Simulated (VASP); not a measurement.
A run of VASP 6.6.1 is set up as follows.

The input INCAR:

```
PREC = Accurate ; ENCUT = 520
EDIFF = 1E-6 ; ISMEAR = 0
SIGMA = 0.2 ; LREAL = False
LASPH = True ; NELM = 60
ALGO = Normal ; ISIF = 2
LWAVE = False ; LCHARG = True
GGA = PE ; LELF = True
LVHAR = True ; NBANDS = 36
```

Contents of KPOINTS:

```
regular mesh
0
Gamma
  5 5 3
```

File POSCAR:

```
Ta2PbO3
1.0
    3.6441935424      0.0000000000      0.0000000000
   -1.8220967712      3.1559641840      0.0000000000
    0.0000000000      0.0000000000      7.6430946482
Ta Pb O
2 1 3
Direct
    0.6666666667      0.3333333333      0.6186372863
    0.3333333333      0.6666666667      0.3813627137
    0.0000000000      0.0000000000      0.0000000000
    0.6666666667      0.3333333333      0.3343919337
    0.3333333333      0.6666666667      0.6656080663
    0.0000000000      0.0000000000      0.5000000000
```

Potentials or basis: VASP PAW PBE potentials, release 64 (Ta_pv, Pb_d, O).

Launch:

```sh
$ cat potpaw_PBE.64/Ta_pv/POTCAR potpaw_PBE.64/Pb_d/POTCAR potpaw_PBE.64/O/POTCAR > POTCAR
$ mpirun -np 1 vasp_std > vasp.out
```

Question: Estimate the band gap on the k mesh.

Answer: 0.28 eV (least direct gap 0.39 eV).

Question: What does it give for the largest force?

Answer: 0.071 eV/Å.

Question: Predict the pressure.

Answer: 0.7 GPa.

Stress tensor (GPa, compression positive):
```
0.77 0.00 0.00
0.00 0.77 0.00
0.00 0.00 0.55
```

Caveat: spin-orbit coupling is left out, which moves the levels of the heavy elements; an odd mesh through Γ misses points on the zone boundary, where band edges can lie.
